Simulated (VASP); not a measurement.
InAs:

```xyz
2
Lattice="0.0000 3.0204 3.0204 3.0204 0.0000 3.0204 3.0204 3.0204 0.0000" Properties=species:S:1:pos:R:3 pbc="T T T"
In    0.0000    0.0000    0.0000
As    1.5102    1.5102    1.5102
```

```yaml
Program: VASP 6.6.1
Task: relaxation of cell and atoms
Functional: PBEsol
Potentials_or_basis: VASP PAW PBE potentials, release 64 (In_d, As)
Cutoff: 600 eV
k_mesh: 12 × 12 × 12
Occupations: gaussian, width 0.1 eV
Spin: no spin polarisation
```

At the start: pressure 1.5 GPa; volume 27.56 Å³/atom.

Task: Where does the relaxation end?

Result: Over 3 steps the energy falls by 3.1 meV/atom and the volume is 28.24 Å³/atom (+2.5 %); space group F-43m (No. 216, to 0.1 Å) before and after.

The path:
```csv
step,energy change (eV),largest force (eV/Å),pressure (GPa),volume (Å³)
1,0.0000,0.0000,1.46,55.11
2,-0.0049,0.0000,-0.63,57.14
3,-0.0061,0.0000,0.01,56.49
```

Final structure:
```
In As
1.0
     0.00000    3.04539    3.04539
     3.04539    0.00000    3.04539
     3.04539    3.04539    0.00000
In As
1 1
Direct
  0.00000 0.00000 0.00000
  0.25000 0.25000 0.25000
```

Caveat: the PAW data sets were made with another functional, which shifts forces and pressure a little.
